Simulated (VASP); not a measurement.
# Mo (Pm-3m) in VASP: further runs

The runs below take Mo through single point, with PBEsol, PBEsol+D3(BJ).

Everything below comes from runs of VASP 6.6.1. Logs are shortened: lines on timing, memory, paths and dates and some standing lists are left out, and cuts for length are marked.

### Step 1. The cell of the first run

The structure is cubic, space group Pm-3m (No. 221). Conventional cell: a = 2.261 Å, b = 2.261 Å, c = 2.261 Å, α = 90.00°, β = 90.00°, γ = 90.00°. Within 3.0 Å of Mo (site symmetry m-3m) lie 6 Mo at 2.26 Å.

### Step 2. Single point, PBEsol (volume scaled by 0.68)

INCAR

```
SYSTEM = Mo
ALGO = Normal
EDIFF = 1E-6
ENCUT = 520
GGA = PS
ISIF = 2
ISMEAR = -1
LASPH = .True.
LCHARG = .False.
LREAL = .False.
LWAVE = .False.
NBANDS = 13
NELM = 100
PREC = Accurate
SIGMA = 0.1
```

KPOINTS

```
k-points
0
Gamma
  15 15 15
  0 0 0
```

POSCAR

```
Mo
1.0
    2.2610860271      0.0000000000      0.0000000000
    0.0000000000      2.2610860271      0.0000000000
    0.0000000000      0.0000000000      2.2610860271
Mo
1
Direct
    0.0000000000      0.0000000000      0.0000000000
```

Potentials or basis: VASP PAW PBE potentials, release 64 (Mo_sv).

On the command line:

```console
$ cat potpaw_PBE.64/Mo_sv/POTCAR > POTCAR
$ mpirun -np 1 vasp_std > vasp.out
```

OUTCAR:

```text
SYSTEM = Mo
   EDIFF = 1E-6
   ENCUT = 520
   GGA = PS
   ISIF = 2
   ISMEAR = -1
   LASPH = .True.
   LREAL = .False.
   NELM = 100
   PREC = Accurate

 ion  position               nearest neighbor table
   1  0.000  0.000  0.000-

  LATTYP: Found a simple cubic cell.
 ALAT       =     2.2610860271

  Lattice vectors:

 A1 = (   2.2610860271,   0.0000000000,   0.0000000000)
 A2 = (   0.0000000000,   2.2610860271,   0.0000000000)
 A3 = (   0.0000000000,   0.0000000000,   2.2610860271)

Analysis of symmetry for initial positions (statically):
=====================================================================
 Subroutine PRICEL returns:
 Original cell was already a primitive cell.

 Routine SETGRP: Setting up the symmetry group for a
 simple cubic supercell.

 Subroutine GETGRP returns: Found 48 space group operations
 (whereof 48 operations were pure point group operations)
 out of a pool of 48 trial point group operations.

The static configuration has the point symmetry O_h .

Analysis of symmetry for dynamics (positions and initial velocities):
=====================================================================
 Subroutine PRICEL returns:
 Original cell was already a primitive cell.

 Routine SETGRP: Setting up the symmetry group for a
 simple cubic supercell.

 Subroutine GETGRP returns: Found 48 space group operations
 (whereof 48 operations were pure point group operations)
 out of a pool of 48 trial point group operations.

The dynamic configuration has the point symmetry O_h .

 Subroutine INISYM returns: Found 48 space group operations
 (whereof 48 operations are pure point group operations),
 and found     1 'primitive' translations

----------------------------------------------------------------------------------------

                                     Primitive cell

  volume of cell :      11.5598

  direct lattice vectors                    reciprocal lattice vectors
     2.261086027  0.000000000  0.000000000     0.442265349  0.000000000  0.000000000
     0.000000000  2.261086027  0.000000000     0.000000000  0.442265349  0.000000000
     0.000000000  0.000000000  2.261086027     0.000000000  0.000000000  0.442265349

  length of vectors
     2.261086027  2.261086027  2.261086027     0.442265349  0.442265349  0.442265349

  position of ions in fractional coordinates (direct lattice)
     0.000000000  0.000000000  0.000000000

  ion indices of the primitive-cell ions
   primitive index   ion index
                 1           1

----------------------------------------------------------------------------------------

 KPOINTS: k-points

Automatic generation of k-mesh.
 Grid dimensions read from file:
 generate k-points for:   15   15   15

 Generating k-lattice:

  Cartesian coordinates                     Fractional coordinates (reciprocal lattice)
     0.029484357  0.000000000  0.000000000     0.066666667  0.000000000  0.000000000
     0.000000000  0.029484357  0.000000000     0.000000000  0.066666667  0.000000000
     0.000000000  0.000000000  0.029484357     0.000000000  0.000000000  0.066666667

  Length of vectors
     0.029484357  0.029484357  0.029484357

  Shift w.r.t. Gamma in fractional coordinates (k-lattice)
     0.000000000  0.000000000  0.000000000

 Subroutine IBZKPT returns following result:
 ===========================================

 Found    120 irreducible k-points:

 Following reciprocal coordinates:
            Coordinates               Weight
  0.000000  0.000000  0.000000      1.000000
  0.066667  0.000000  0.000000      6.000000
  0.133333  0.000000  0.000000      6.000000
  0.200000  0.000000  0.000000      6.000000
  0.266667  0.000000  0.000000      6.000000
  0.333333  0.000000  0.000000      6.000000
[... 16 lines left out ...]
  0.266667  0.200000  0.000000     24.000000
  0.333333  0.200000  0.000000     24.000000
 [... further k-points ...]
   k-points           NKPTS =    120   k-points in BZ     NKDIM =    120   number of bands    NBANDS=     13
   number of dos      NEDOS =    301   number of ions     NIONS =      1
   total plane-waves  NPLWV =   5832
   dimension x,y,z NGX =    18 NGY =   18 NGZ =   18
   dimension x,y,z NGXF=    36 NGYF=   36 NGZF=   36
   ions per type =               1
   NGX,Y,Z   is equivalent  to a cutoff of  13.23, 13.23, 13.23 a.u.
   NGXF,Y,Z  is equivalent  to a cutoff of  26.47, 26.47, 26.47 a.u.
 SYSTEM =  Mo
   PREC   = accura    normal or accurate (medium, high low for compatibility)
   ISTART =      0    job   : 0-new  1-cont  2-samecut
   ICHARG =      2    charge: 1-file 2-atom 10-const
   ISPIN  =      1    spin polarized calculation?
   LNONCOLLINEAR =      F non collinear calculations
   LSORBIT =      F    spin-orbit coupling
   LASPH  =      T    aspherical Exc in radial PAW
   ENCUT  =  520.0 eV  38.22 Ry    6.18 a.u.   4.20  4.20  4.20*2*pi/ulx,y,z
   NELM   =    100;   NELMIN=  2; NELMDL= -5     # of ELM steps
   EDIFF  = 0.1E-05   stopping-criterion for ELM
   LREAL  =      F    real-space projection
   EDIFFG = 0.1E-04   stopping-criterion for IOM
   NSW    =      0    number of steps for IOM
   IBRION =     -1    ionic relax: 0-MD 1-quasi-New 2-CG
   NFREE  =      0    steps in history (QN), initial steepest desc. (CG)
   ISIF   =      2    stress and relaxation
   ISYM   =      2    0-nonsym 1-usesym 2-fastsym
   POTIM  = 0.5000    time-step for ionic-motion
   TEBEG  =    0.0;   TEEND  =   0.0 temperature during run
   PSTRESS=    0.0 pullay stress
   NELECT =      14.0000    total number of electrons
   NUPDOWN=      -1.0000    fix difference up-down
   EMIN   =  10.00;   EMAX   =-10.00  energy-range for DOS
   EFERMI =   0.00;   METHOD = LEGACY
   ISMEAR =    -1;   SIGMA  =   0.10  broadening in eV -4-tet -1-fermi 0-gaus
   EFERMI_NEDOS =   21; number of points for ismear=-14 and -15
   IALGO  =     38    algorithm
   IMIX   =      4    mixing-type and parameters
     AMIX     =   0.40;   BMIX     =  1.00
     AMIX_MAG =   1.60;   BMIX_MAG =  1.00
  volume/ion in A,a.u.               =      11.56        78.01
  Fermi-wavevector in a.u.,A,eV,Ry     =   1.745020  3.297610 41.431033  3.045095
  Thomas-Fermi vector in A             =   2.816788
   LORBIT       =      0    0 simple, 1 ext, 2 COOP (PROOUT), +10 PAW based schemes
   GGA     = PS    functional components
   LHFCALC =     F    Hartree Fock is set to
   AEXX    =    0.0000 exact exchange contribution
   IVDW    =     0    specifies the selected vdW correction
   LEPSILON=     F    determine dielectric tensor
   LRPA    =     F    only Hartree local field effects (RPA)
 non-spin polarized calculation
  energy-cutoff  :      520.00
  volume of cell :       11.56
 maximum number of plane-waves:       320
 NGX is ok and might be reduce to    18
   NGX =  9   NGY =  9   NGZ =  9

 number of electron      14.0000006 magnetization

 Free energy of the ion-electron system (eV)
  ---------------------------------------------------
  ext. energy  EPLUGINS =         0.00000000
  ---------------------------------------------------
  free energy    TOTEN  =        -8.39305495 eV

  energy without entropy =       -8.36992770  energy(sigma->0) =       -8.38149133

 E-fermi :  17.7502     XC(G=0): -15.1675

 val. band max:       17.7442491709   @ k =   0.4667   0.2667   0.2000
 cond. band min:      17.7592845288   @ k =   0.3333   0.1333   0.1333
 fundamental gap:      0.0150353579
 Fermi energy:        17.7501677405

 k-point     1 :       0.0000    0.0000    0.0000
  band No.  band energies     occupation
      1     -44.2173      2.00000
      2     -15.7073      2.00000
      3     -15.7073      2.00000
      4     -15.7073      2.00000
      5      10.2719      2.00000
      6      10.7266      2.00000
      7      10.7266      2.00000
      8      24.3944      0.00000
      9      24.3944      0.00000
     10      24.3944      0.00000
     11      37.2438      0.00000
     12      37.2438      0.00000
     13      37.2438      0.00000

 k-point     2 :       0.0667    0.0000    0.0000
  band No.  band energies     occupation
      1     -44.1839      2.00000
      2     -15.9412      2.00000
      3     -15.6874      2.00000
      4     -15.6874      2.00000
      5      10.4475      2.00000
      6      10.7839      2.00000
      7      11.0908      2.00000
      8      23.9873      0.00000
      9      23.9873      0.00000
     10      24.4220      0.00000
     11      36.3762      0.00000
     12      37.7083      0.00000
     13      37.7083      0.00000

 k-point     3 :       0.1333    0.0000    0.0000
  band No.  band energies     occupation
      1     -44.0882      2.00000
      2     -16.5758      2.00000
      3     -15.6308      2.00000
      4     -15.6308      2.00000
      5      10.7871      2.00000
      6      10.9493      2.00000
      7      12.2764      2.00000
      8      22.9707      0.00000
      9      22.9707      0.00000
     10      24.5010      0.00000
     11      34.5197      0.00000
     12      38.8615      0.00000
     13      38.8615      0.00000

 k-point     4 :       0.2000    0.0000    0.0000
  band No.  band energies     occupation
      1     -43.9437      2.00000
      2     -17.4510      2.00000
      3     -15.5464      2.00000
      4     -15.5464      2.00000
      5      11.2036      2.00000
      6      11.2654      2.00000
      7      14.0487      2.00000
      8      21.7144      0.00000
      9      21.7144      0.00000
     10      24.6194      0.00000
     11      32.5949      0.00000
     12      38.2207      0.00000
     13      40.2668      0.00000

 k-point     5 :       0.2667    0.0000    0.0000
  band No.  band energies     occupation
      1     -43.7725      2.00000
      2     -18.3862      2.00000
      3     -15.4480      2.00000
      4     -15.4480      2.00000
      5      11.5131      2.00000
      6      11.8812      2.00000
      7      16.0011      2.00000
      8      20.4942      0.00000
      9      20.4942      0.00000
     10      24.7585      0.00000
     11      31.1447      0.00000
     12      36.0084      0.00000
     13      41.6356      0.00000

 k-point     6 :       0.3333    0.0000    0.0000
  band No.  band energies     occupation
      1     -43.6029      2.00000
      2     -19.2260      2.00000
      3     -15.3525      2.00000
      4     -15.3525      2.00000
      5      11.8294      2.00000
      6      12.5835      2.00000
      7      17.6064      1.61624
      8      19.4742      0.00000
      9      19.4742      0.00000
     10      24.8949      0.00000
     11      30.6528      0.00000
     12      34.2597      0.00000
     13      42.8521      0.00000

 k-point     7 :       0.4000    0.0000    0.0000
  band No.  band energies     occupation
      1     -43.4661      2.00000
      2     -19.8523      2.00000
      3     -15.2767      2.00000
      4     -15.2767      2.00000
      5      12.0926      2.00000
      6      13.2618      2.00000
      7      18.4198      0.00247
      8      18.7495      0.00009
      9      18.7495      0.00009
     10      25.0039      0.00000
     11      31.4139      0.00000
     12      33.0392      0.00000
     13      43.8335      0.00000
[... 193 lines left out ...]
 k-point    20 :       0.4000    0.1333    0.0000
  band No.  band energies     occupation
      1     -43.3418      2.00000
      2     -19.7344      2.00000
      3     -16.0826      2.00000
      4     -15.2050      2.00000
      5      12.7174      2.00000
      6      14.0449      2.00000
      7      15.5969      2.00000
      8      18.9348      0.00001
      9      21.3782      0.00000
     10      23.7839      0.00000
     11      31.5195      0.00000
     12      34.8142      0.00000
     13      40.2866      0.00000

 k-point    21 :       0.4667    0.1333    0.0000
  band No.  band energies     occupation
      1     -43.2658      2.00000
      2     -20.0651      2.00000
      3     -16.0345      2.00000
      4     -15.1637      2.00000
      5      12.9092      2.00000
      6      14.4134      2.00000
      7      15.2087      2.00000
      8      18.5647      0.00058
      9      21.7789      0.00000
     10      23.8598      0.00000
     11      32.4263      0.00000
     12      34.1887      0.00000
     13      41.0432      0.00000

 k-point    22 :       0.2000    0.2000    0.0000
  band No.  band energies     occupation
      1     -43.6739      2.00000
      2     -17.2943      2.00000
      3     -17.2000      2.00000
      4     -15.3892      2.00000
      5      11.8447      2.00000
      6      13.7180      2.00000
      7      14.8792      2.00000
      8      19.5993      0.00000
      9      21.7384      0.00000
     10      22.3876      0.00000
     11      33.9591      0.00000
     12      35.9547      0.00000
     13      39.6376      0.00000

 k-point    23 :       0.2667    0.2000    0.0000
  band No.  band energies     occupation
      1     -43.5049      2.00000
      2     -18.1653      2.00000
      3     -17.1195      2.00000
      4     -15.2932      2.00000
      5      12.2459      2.00000
      6      13.7198      2.00000
      7      16.0939      2.00000
      8      19.7057      0.00000
      9      20.8055      0.00000
     10      22.3403      0.00000
     11      32.6574      0.00000
     12      36.5016      0.00000
     13      38.8292      0.00000

 k-point    24 :       0.3333    0.2000    0.0000
  band No.  band energies     occupation
      1     -43.3377      2.00000
      2     -18.9882      2.00000
      3     -16.9985      2.00000
      4     -15.1999      2.00000
      5      12.6433      2.00000
      6      13.4151      2.00000
      7      16.6284      1.99997
      8      19.8435      0.00000
      9      21.0263      0.00000
     10      22.5065      0.00000
     11      31.5913      0.00000
     12      37.3350      0.00000
     13      37.8115      0.00000

 [... further k-points ...]
[... 5 lines left out ...]
  --------------------------------------------------------------------------------------
  -------------------------------------------------------------------------------------
  Total       12.9857940     12.9857940     12.9857940     -0.0000000      0.0000000     -0.0000000
  in kB     1799.8148571   1799.8148571   1799.8148571     -0.0000000      0.0000000     -0.0000000
  external PRESSURE =    1799.8148571 kB  Pullay stress =       0.0000000 kB

 VOLUME and BASIS-vectors are now :
 -----------------------------------------------------------------------------
  energy-cutoff  :      520.00
  volume of cell :       11.56
      direct lattice vectors                 reciprocal lattice vectors
     2.261086027  0.000000000  0.000000000     0.442265349  0.000000000  0.000000000
     0.000000000  2.261086027  0.000000000     0.000000000  0.442265349  0.000000000
     0.000000000  0.000000000  2.261086027     0.000000000  0.000000000  0.442265349

 POSITION                                       TOTAL-FORCE (eV/Angst)
 -----------------------------------------------------------------------------------
      0.00000      0.00000      0.00000         0.000000      0.000000      0.000000
 -----------------------------------------------------------------------------------
    total drift:                                0.000000      0.000000     -0.000000

  FREE ENERGIE OF THE ION-ELECTRON SYSTEM (eV)
  ---------------------------------------------------
  free  energy   TOTEN  =        -8.3930549529 eV

  energy  without entropy=       -8.3699277034  energy(sigma->0) =       -8.38149133
```

Run time: 24 s. Hardware: 1 thread of AMD EPYC 7R13, shared host; peak memory 0.1 GiB.

What came out:

- Free energy: -8.3931 eV
- Pressure: 180.0 GPa
- Band gap on the k mesh: zero (band 7 reaches 20.16 eV, above the bottom of band 8 at 16.45 eV)

Caveat: the PAW data sets were made with another functional, which shifts forces and pressure a little.

### Step 3. Single point, PBEsol (volume scaled by 0.68)

INCAR

```
PREC = Accurate
ENCUT = 520
EDIFF = 1E-6
ISMEAR = -1
SIGMA = 0.1
LREAL = F
LASPH = T
NELM = 100
ALGO = Normal
ISIF = 2
LWAVE = F
LCHARG = T
GGA = PS
LELF = T
LVHAR = T
NBANDS = 13
```

KPOINTS

```
Automatic mesh
0
Gamma
  15 15 15
```

POSCAR is that of step 2.

Potentials or basis: VASP PAW PBE potentials, release 64 (Mo_sv).

On the command line:

```console
$ cat potpaw_PBE.64/Mo_sv/POTCAR > POTCAR
$ mpirun -np 1 vasp_std > vasp.out
```

Run time: 32 s. Hardware: 1 thread of AMD EPYC 7R13, shared host; peak memory 0.1 GiB.

It converged, with:

| Quantity | Value |
| --- | --- |
| Free energy | -8.3931 eV |
| Pressure | 180.0 GPa |
| Band gap on the k mesh | zero (band 7 reaches 20.16 eV, above the bottom of band 8 at 16.45 eV) |

Levels at points of the mesh, in eV from the Fermi level:
```csv
k point,band 5,band 6,band 7,band 8,band 9,band 10
"(0.00, 0.00, 0.00)",-7.48,-7.02,-7.02,6.64,6.64,6.64
```

Caveat: the PAW data sets were made with another functional, which shifts forces and pressure a little.

### Step 4. Single point, PBEsol (volume scaled by 0.78)

INCAR

```
ALGO = Normal ; EDIFF = 1E-6
ENCUT = 520 ; GGA = PS
ISIF = 2 ; ISMEAR = -1
LASPH = T ; LCHARG = F
LREAL = F ; LWAVE = F
NBANDS = 13 ; NELM = 100
PREC = Accurate ; SIGMA = 0.1
```

KPOINTS

```
k-points
0
Gamma
  15 15 15
```

POSCAR

```
Mo
1.0
    2.3668949488      0.0000000000      0.0000000000
    0.0000000000      2.3668949488      0.0000000000
    0.0000000000      0.0000000000      2.3668949488
Mo
1
Direct
    0.0000000000      0.0000000000      0.0000000000
```

On the command line:

```console
$ cat potpaw_PBE.64/Mo_sv/POTCAR > POTCAR
$ mpirun -np 1 vasp_std > vasp.out
```

Wall time 29 s (1 thread of AMD EPYC 7R13, shared host); peak memory 0.1 GiB.

The run converged. Its results:

| Quantity | Value |
| --- | --- |
| Free energy | -9.7603 eV |
| Pressure | 86.9 GPa |
| Band gap on the k mesh | zero (band 7 reaches 17.26 eV, above the bottom of band 8 at 14.15 eV) |

Levels at points of the mesh, in eV from the Fermi level:
```csv
k point,band 5,band 6,band 7,band 8,band 9,band 10
"(0.00, 0.00, 0.00)",-7.33,-5.96,-5.96,5.57,5.57,5.57
```

Caveat: the PAW data sets were made with another functional, which shifts forces and pressure a little.

(Continued in part 2 of 2.)
